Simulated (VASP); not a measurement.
# AlP in VASP: further runs

AlP is run at these levels: PBEsol; tasks: single point.

All numbers are computed with VASP 6.6.1; they aren't measurements. Logs are shortened: lines on timing, memory, paths and dates and some standing lists are left out, and cuts for length are marked.

### Step 1. The cell of the first run

The cell holds a slab with vacuum, 16 atoms: a = 3.868 Å, b = 10.941 Å, c = 20.802 Å, α = 90.00°, β = 90.00°, γ = 90.00°.

### Step 2. Single point, PBEsol

The input, INCAR:

```
PREC = Accurate
ENCUT = 520
EDIFF = 1E-6
ISMEAR = 0
SIGMA = 0.05
LREAL = Auto
LASPH = True
NELM = 100
ALGO = Normal
ISIF = 2
LWAVE = False
LCHARG = False
LDIPOL = True
IDIPOL = 3
DIPOL = 0.5 0.5 0.499
GGA = PS
NBANDS = 46
```

The input, KPOINTS:

```
Automatic mesh
0
Gamma
  7 3 1
```

The input, POSCAR:

```
AlP
1.0
    3.8681183878      0.0000000000      0.0000000000
    0.0000000000     10.9406909697      0.0000000000
    0.0000000000      0.0000000000     20.8021775816
Al P
8 8
Direct
    0.5000000000      0.7500000000      0.3605391777
    0.5000000000      0.2500000000      0.3605391777
    0.0000000000      0.5000000000      0.4535130592
    0.0000000000      0.0000000000      0.4535130592
    0.5000000000      0.2503886637      0.5501121715
    0.5000000000      0.7503886637      0.5501121715
    0.0000000000     -0.0364468695      0.6175992919
    0.0000000000      0.4635531305      0.6175992919
    0.0000000000      0.1250000000      0.3605391777
    0.0000000000      0.6250000000      0.3605391777
    0.5000000000      0.8750000000      0.4535130592
    0.5000000000      0.3750000000      0.4535130592
    0.0000000000      0.6268272636      0.5467953095
    0.0000000000      0.1268272636      0.5467953095
    0.5000000000      0.3611778016      0.6472946600
    0.5000000000      0.8611778016      0.6472946600
```

Potentials or basis: VASP PAW PBE potentials, release 64 (Al, P).

On the command line:

```
> cat potpaw_PBE.64/Al/POTCAR potpaw_PBE.64/P/POTCAR > POTCAR
> mpirun -np 1 vasp_std > vasp.out
```

OUTCAR:

```text
PREC = Accurate
   ENCUT = 520
   EDIFF = 1E-6
   ISMEAR = 0
   LREAL = Auto
   LASPH = True
   NELM = 100
   ISIF = 2
   GGA = PS

 ion  position               nearest neighbor table
   1  0.500  0.750  0.361-  11 2.37  10 2.37  10 2.37
   2  0.500  0.250  0.361-  12 2.37   9 2.37   9 2.37
   3  0.000  0.500  0.454-  10 2.37  12 2.37  12 2.37  13 2.39
   4  0.000  0.000  0.454-   9 2.37  11 2.37  11 2.37  14 2.39
   5  0.500  0.250  0.550-  15 2.36  14 2.36  14 2.36  12 2.43   8 3.34   8 3.34
   6  0.500  0.750  0.550-  16 2.36  13 2.36  13 2.36  11 2.43   7 3.34   7 3.34
   7  0.000  0.964  0.618-  14 2.32  16 2.32  16 2.32   6 3.34   6 3.34
   8  0.000  0.464  0.618-  13 2.32  15 2.32  15 2.32   5 3.34   5 3.34
   9  0.000  0.125  0.361-   4 2.37   2 2.37   2 2.37
  10  0.000  0.625  0.361-   3 2.37   1 2.37   1 2.37
  11  0.500  0.875  0.454-   1 2.37   4 2.37   4 2.37   6 2.43
  12  0.500  0.375  0.454-   2 2.37   3 2.37   3 2.37   5 2.43
  13  0.000  0.627  0.547-   8 2.32   6 2.36   6 2.36   3 2.39
  14  0.000  0.127  0.547-   7 2.32   5 2.36   5 2.36   4 2.39
  15  0.500  0.361  0.647-   8 2.32   8 2.32   5 2.36
  16  0.500  0.861  0.647-   7 2.32   7 2.32   6 2.36

  LATTYP: Found a simple orthorhombic cell.
 ALAT       =     3.8681183878
 B/A-ratio  =     2.8284271247
 C/A-ratio  =     5.3778544233

  Lattice vectors:

 A1 = (   3.8681183878,   0.0000000000,   0.0000000000)
 A2 = (   0.0000000000,  10.9406909697,   0.0000000000)
 A3 = (   0.0000000000,   0.0000000000,  20.8021775816)

Analysis of symmetry for initial positions (statically):
=====================================================================
 Subroutine PRICEL returns following result:

  LATTYP: Found a simple orthorhombic cell.
 ALAT       =     3.8681183878
 B/A-ratio  =     1.4142135624
 C/A-ratio  =     5.3778544233

  Lattice vectors:

 A1 = (   3.8681183878,   0.0000000000,   0.0000000000)
 A2 = (   0.0000000000,   5.4703454849,   0.0000000000)
 A3 = (   0.0000000000,   0.0000000000,  20.8021775816)

   2 primitive cells build up your supercell.

 Routine SETGRP: Setting up the symmetry group for a
 simple orthorhombic supercell.

 Subroutine GETGRP returns: Found  2 space group operations
 (whereof  2 operations were pure point group operations)
 out of a pool of  8 trial point group operations.

The static configuration has the point symmetry C_1h.

Analysis of symmetry for dynamics (positions and initial velocities):
=====================================================================
 Subroutine PRICEL returns following result:

  LATTYP: Found a simple orthorhombic cell.
 ALAT       =     3.8681183878
 B/A-ratio  =     1.4142135624
 C/A-ratio  =     5.3778544233

  Lattice vectors:

 A1 = (   3.8681183878,   0.0000000000,   0.0000000000)
 A2 = (   0.0000000000,   5.4703454849,   0.0000000000)
 A3 = (   0.0000000000,   0.0000000000,  20.8021775816)

   2 primitive cells build up your supercell.

 Routine SETGRP: Setting up the symmetry group for a
 simple orthorhombic supercell.

 Subroutine GETGRP returns: Found  2 space group operations
 (whereof  2 operations were pure point group operations)
 out of a pool of  8 trial point group operations.

The dynamic configuration has the point symmetry C_1h.

 Subroutine INISYM returns: Found  2 space group operations
 (whereof  2 operations are pure point group operations),
 and found     2 'primitive' translations

----------------------------------------------------------------------------------------

                                     Primitive cell

  volume of cell :     440.1729

  direct lattice vectors                    reciprocal lattice vectors
     3.868118388  0.000000000  0.000000000     0.258523628  0.000000000  0.000000000
     0.000000000  5.470345485  0.000000000     0.000000000  0.182803811  0.000000000
     0.000000000  0.000000000 20.802177582     0.000000000  0.000000000  0.048071890

  length of vectors
     3.868118388  5.470345485 20.802177582     0.258523628  0.182803811  0.048071890

  position of ions in fractional coordinates (direct lattice)
     0.500000000  0.500000000  0.360539178
     0.000000000  1.000000000  0.453513059
     0.500000000  0.500777327  0.550112171
     0.000000000  0.927106261  0.617599292
     0.000000000  0.250000000  0.360539178
     0.500000000  0.750000000  0.453513059
     0.000000000  0.253654527  0.546795309
     0.500000000  0.722355603  0.647294660

  ion indices of the primitive-cell ions
   primitive index   ion index
                 1           1
                 2           3
                 3           6
                 4           7
                 5          10
                 6          11
                 7          13
                 8          16

----------------------------------------------------------------------------------------

 KPOINTS: Automatic mesh

Automatic generation of k-mesh.
 Grid dimensions read from file:
 generate k-points for:    7    3    1

 Generating k-lattice:

  Cartesian coordinates                     Fractional coordinates (reciprocal lattice)
     0.036931947  0.000000000  0.000000000     0.142857143  0.000000000  0.000000000
     0.000000000  0.030467302  0.000000000     0.000000000  0.333333333  0.000000000
     0.000000000  0.000000000  0.048071890     0.000000000  0.000000000  1.000000000

  Length of vectors
     0.036931947  0.030467302  0.048071890

  Shift w.r.t. Gamma in fractional coordinates (k-lattice)
     0.000000000  0.000000000  0.000000000

 Subroutine IBZKPT returns following result:
 ===========================================

 Found      8 irreducible k-points:

 Following reciprocal coordinates:
            Coordinates               Weight
  0.000000  0.000000  0.000000      1.000000
  0.142857  0.000000  0.000000      2.000000
  0.285714  0.000000  0.000000      2.000000
  0.428571  0.000000  0.000000      2.000000
  0.000000  0.333333  0.000000      2.000000
  0.142857  0.333333  0.000000      4.000000
  0.285714  0.333333  0.000000      4.000000
  0.428571  0.333333  0.000000      4.000000
   k-points           NKPTS =      8   k-points in BZ     NKDIM =      8   number of bands    NBANDS=     46
   number of dos      NEDOS =    301   number of ions     NIONS =     16
   total plane-waves  NPLWV = 403200
   dimension x,y,z NGX =    30 NGY =   84 NGZ =  160
   dimension x,y,z NGXF=    60 NGYF=  168 NGZF=  320
   ions per type =               8   8
   NGX,Y,Z   is equivalent  to a cutoff of  12.89, 12.76, 12.79 a.u.
   NGXF,Y,Z  is equivalent  to a cutoff of  25.79, 25.53, 25.57 a.u.
 SYSTEM =  unknown system
   PREC   = accura    normal or accurate (medium, high low for compatibility)
   ISTART =      0    job   : 0-new  1-cont  2-samecut
   ICHARG =      2    charge: 1-file 2-atom 10-const
   ISPIN  =      1    spin polarized calculation?
   LNONCOLLINEAR =      F non collinear calculations
   LSORBIT =      F    spin-orbit coupling
   LASPH  =      T    aspherical Exc in radial PAW
   ENCUT  =  520.0 eV  38.22 Ry    6.18 a.u.   7.19 20.34 38.68*2*pi/ulx,y,z
   NELM   =    100;   NELMIN=  2; NELMDL= -5     # of ELM steps
   EDIFF  = 0.1E-05   stopping-criterion for ELM
   LREAL  =      T    real-space projection
   EDIFFG = 0.1E-04   stopping-criterion for IOM
   NSW    =      0    number of steps for IOM
   IBRION =     -1    ionic relax: 0-MD 1-quasi-New 2-CG
   NFREE  =      0    steps in history (QN), initial steepest desc. (CG)
   ISIF   =      2    stress and relaxation
   ISYM   =      2    0-nonsym 1-usesym 2-fastsym
   POTIM  = 0.5000    time-step for ionic-motion
   TEBEG  =    0.0;   TEEND  =   0.0 temperature during run
   PSTRESS=    0.0 pullay stress
   NELECT =      64.0000    total number of electrons
   NUPDOWN=      -1.0000    fix difference up-down
   EMIN   =  10.00;   EMAX   =-10.00  energy-range for DOS
   EFERMI =   0.00;   METHOD = LEGACY
   ISMEAR =     0;   SIGMA  =   0.05  broadening in eV -4-tet -1-fermi 0-gaus
   EFERMI_NEDOS =   21; number of points for ismear=-14 and -15
   IALGO  =     38    algorithm
   IMIX   =      4    mixing-type and parameters
     AMIX     =   0.40;   BMIX     =  1.00
     AMIX_MAG =   1.60;   BMIX_MAG =  1.00
  volume/ion in A,a.u.               =      55.02       371.30
  Fermi-wavevector in a.u.,A,eV,Ry     =   0.683256  1.291167  6.351735  0.466839
  Thomas-Fermi vector in A             =   1.762567
   LORBIT       =      0    0 simple, 1 ext, 2 COOP (PROOUT), +10 PAW based schemes
   GGA     = PS    functional components
   LHFCALC =     F    Hartree Fock is set to
   AEXX    =    0.0000 exact exchange contribution
   IVDW    =     0    specifies the selected vdW correction
   LEPSILON=     F    determine dielectric tensor
   LRPA    =     F    only Hartree local field effects (RPA)
 non-spin polarized calculation
 Gauss-broadening in eV      SIGMA  =   0.05
  energy-cutoff  :      520.00
  volume of cell :      880.35
 maximum number of plane-waves:     23742
 NGX is ok and might be reduce to    30
   NGX = 15   NGY = 41   NGZ = 77

 number of electron      64.0000007 magnetization

 dipolmoment           0.000000      0.000000      0.112387 electrons x Angstroem

 Free energy of the ion-electron system (eV)
  ---------------------------------------------------
  ext. energy  EPLUGINS =         0.00000000
  ---------------------------------------------------
  free energy    TOTEN  =       -81.38102007 eV

  energy without entropy =      -81.38102007  energy(sigma->0) =      -81.38102007

 E-fermi :  -1.2981     XC(G=0):  -4.1782

 val. band max:       -1.5140534279   @ k =   0.2857   0.0000   0.0000
 cond. band min:      -0.4847316519   @ k =   0.4286   0.0000   0.0000
 fundamental gap:      1.0293217759
 Fermi energy:        -1.2980981384

 k-point     1 :       0.0000    0.0000    0.0000
  band No.  band energies     occupation
      1     -12.8607      2.00000
      2     -12.0592      2.00000
      3     -12.0560      2.00000
      4     -11.8427      2.00000
      5     -11.4041      2.00000
      6     -11.1002      2.00000
[... 36 lines left out ...]
     43       2.3599      0.00000
     44       2.5597      0.00000

 k-point     2 :       0.1429    0.0000    0.0000
  band No.  band energies     occupation
      1     -12.7129      2.00000
      2     -11.9447      2.00000
      3     -11.9337      2.00000
      4     -11.7100      2.00000
      5     -11.2819      2.00000
      6     -10.9783      2.00000
[... 36 lines left out ...]
     43       2.6760      0.00000
     44       2.7405      0.00000

 k-point     3 :       0.2857    0.0000    0.0000
  band No.  band energies     occupation
      1     -12.2926      2.00000
      2     -11.6510      2.00000
      3     -11.6160      2.00000
      4     -11.3609      2.00000
      5     -10.9627      2.00000
      6     -10.7115      2.00000
[... 36 lines left out ...]
     43       2.5766      0.00000
     44       2.8286      0.00000

 k-point     4 :       0.4286    0.0000    0.0000
  band No.  band energies     occupation
      1     -11.6945      2.00000
      2     -11.3615      2.00000
      3     -11.2968      2.00000
      4     -11.1749      2.00000
      5     -10.6915      2.00000
      6     -10.6348      2.00000
[... 130 lines left out ...]
     43       2.6867      0.00000
     44       2.8171      0.00000

 k-point     7 :       0.2857    0.3333    0.0000
  band No.  band energies     occupation
      1     -12.2095      2.00000
      2     -11.9735      2.00000
      3     -11.3393      2.00000
      4     -11.3278      2.00000
      5     -10.9703      2.00000
      6     -10.8042      2.00000
[... 36 lines left out ...]
     43       2.6081      0.00000
     44       2.9609      0.00000

 k-point     8 :       0.4286    0.3333    0.0000
  band No.  band energies     occupation
      1     -11.6403      2.00000
      2     -11.4997      2.00000
      3     -11.2117      2.00000
      4     -11.1770      2.00000
      5     -10.6789      2.00000
      6     -10.6510      2.00000
[... 36 lines left out ...]
     43       2.1266      0.00000
     44       2.4359      0.00000
 [bands above 44 left out]

------------------------ aborting loop because EDIFF is reached ----------------------------------------

 vacuum level on the upper side and lower side of the slab       (xc-potential included)         0.154        -0.270

  FORCE on cell =-STRESS in cart. coord.  units (eV):
  Direction    XX          YY          ZZ          XY          YZ          ZX
  --------------------------------------------------------------------------------------
  -------------------------------------------------------------------------------------
  Total       -4.7571438     -4.4676033     -1.3492304      0.0000000      2.8099731      0.0000000
  in kB       -8.6577204     -8.1307738     -2.4555195      0.0000000      5.1139848      0.0000000
  external PRESSURE =      -6.4146712 kB  Pullay stress =       0.0000000 kB

 VOLUME and BASIS-vectors are now :
 -----------------------------------------------------------------------------
  energy-cutoff  :      520.00
  volume of cell :      880.35
      direct lattice vectors                 reciprocal lattice vectors
     3.868118388  0.000000000  0.000000000     0.258523628  0.000000000  0.000000000
     0.000000000 10.940690970  0.000000000     0.000000000  0.091401905  0.000000000
     0.000000000  0.000000000 20.802177582     0.000000000  0.000000000  0.048071890

 POSITION                                       TOTAL-FORCE (eV/Angst)
 -----------------------------------------------------------------------------------
      1.93406      8.20552      7.50000         0.000000     -1.315363      1.506525
      1.93406      2.73517      7.50000         0.000000     -1.315363      1.506525
      0.00000      5.47035      9.43406        -0.000000      0.425890     -0.084331
      0.00000      0.00000      9.43406        -0.000000      0.425890     -0.084331
      1.93406      2.73942     11.44353         0.000000     -0.008993     -0.001457
      1.93406      8.20977     11.44353         0.000000     -0.008993     -0.001457
[... 8 lines left out ...]
      1.93406      3.95153     13.46514        -0.000000      0.012822      0.002548
      1.93406      9.42188     13.46514        -0.000000      0.012822      0.002548
 -----------------------------------------------------------------------------------
    total drift:                                0.000000      0.000230      0.023578

  FREE ENERGIE OF THE ION-ELECTRON SYSTEM (eV)
  ---------------------------------------------------
  free  energy   TOTEN  =       -81.3810200733 eV

  energy  without entropy=      -81.3810200733  energy(sigma->0) =      -81.38102007

 vacuum level on the upper side and lower side of the slab         3.844         3.412
```

Run time: 12 min. Hardware: 1 thread of Intel Xeon Platinum 8488C (Sapphire Rapids), shared host; peak memory 0.84 GiB.

Results:

- Free energy: -81.3810 eV
- Largest force: 2.000 eV/Å
- Band gap on the k mesh: 1.03 eV

Forces in eV/Å, atoms in the order of the input:
```
Al   0.000 -1.315  1.507
Al   0.000 -1.315  1.507
Al   0.000  0.426 -0.084
Al   0.000  0.426 -0.084
Al   0.000 -0.009 -0.001
Al   0.000 -0.009 -0.001
Al   0.000 -0.011  0.006
Al   0.000 -0.011  0.006
P    0.000  0.585 -1.154
P    0.000  0.585 -1.154
P    0.000  0.315 -0.266
P    0.000  0.315 -0.266
P    0.000 -0.003 -0.009
P    0.000 -0.003 -0.009
P    0.000  0.013  0.003
P    0.000  0.013  0.003
```

Caveat: the PAW data sets were made with another functional, which shifts forces and pressure a little.

(Continued in part 2 of 2.)
